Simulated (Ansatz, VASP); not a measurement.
**CdS: VASP beside Ansatz**

```
Cd S
1.0
     0.00000    2.92599    2.92599
     2.92599    0.00000    2.92599
     2.92599    2.92599    0.00000
Cd S
1 1
Direct
  0.00000 0.00000 0.00000
  0.25000 0.25000 0.25000
```

Alike in both runs: task single point; functional PBEsol; k mesh 8 × 8 × 8; occupations gaussian, width 0.02 eV; no spin polarisation.

|  | VASP | Ansatz |
| --- | --- | --- |
| version | VASP 6.6.1 | Ansatz 0.2.0 |
| potentials or method | VASP PAW PBE potentials, release 64 (Cd, S), cutoff 500 eV | scalar-relativistic, plane waves, PAW |
| valence electrons in the cell | 18 | 26 |

Ansatz gave:

| Item | Value |
| --- | --- |
| gap on the k mesh at the Fermi level (eV) | 0.98 |
| least direct gap on the mesh (eV) | 0.98 |
| pressure (GPa) | -0.8 |

Problem. What did VASP give for the same quantities?

Solution. gap on the k mesh at the Fermi level (eV): 0.99; least direct gap on the mesh (eV): 0.99; pressure (GPa): -0.5.

VASP's potentials were made for PBE, not for PBEsol, and Ansatz warns of the same on its side. VASP's potentials hold 18 valence electrons a cell and Ansatz's 26, so a difference there can come from the potentials and not from the codes.
